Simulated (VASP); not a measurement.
Wanted: the native input for a VASP 6.6.1 run.

```
Task                   : single point
Functional             : PBE
Potentials or basis    : VASP PAW PBE potentials, release 64 (Os)
Cutoff                 : 520 eV
k mesh                 : 6 × 6 × 4
Occupations            : fermi-dirac, width 0.05 eV
Spin                   : no spin polarisation
Dipole correction      : no
Further INCAR settings : ALGO = Normal; EDIFF = 1e-07; NBANDS = 15
```

The structure of Os lies in POSCAR:

```
Os
1.0
    2.7341000000      0.0000000000      0.0000000000
   -1.3670500000      2.3678000565      0.0000000000
    0.0000000000      0.0000000000      4.3197000000
Os
2
Direct
    0.6666666667      0.3333333333      0.7500000000
    0.3333333333      0.6666666667      0.2500000000
```

One way to write it, as run:

INCAR

```
ALGO = Normal ; EDIFF = 1E-7
ENCUT = 520 ; GGA = PE
ISIF = 2 ; ISMEAR = -1
LASPH = True ; LCHARG = False
LREAL = False ; LWAVE = False
NBANDS = 15 ; NELM = 60
PREC = Accurate ; SIGMA = 0.05
```

KPOINTS

```
k-points
0
Gamma
  6 6 4
```

Potentials or basis: VASP PAW PBE potentials, release 64 (Os).

Command:

```console
$ cat potpaw_PBE.64/Os/POTCAR > POTCAR
$ mpirun -np 1 vasp_std > vasp.out
```

It gave:

| Property | Result |
| --- | --- |
| Pressure | 9.5 GPa |
| Band gap on the k mesh | zero (band 8 reaches 11.50 eV, above the bottom of band 9 at 7.90 eV) |

Caveat: the k points lie up to 0.44 Å⁻¹ apart; spin-orbit coupling is left out, which moves the levels of the heavy elements.

Wall time 13 s on 1 thread of Intel(R) Xeon(R) Platinum 8375C CPU @ 2.90GHz (Ice Lake) (shared host), peak memory 0.13 GiB.
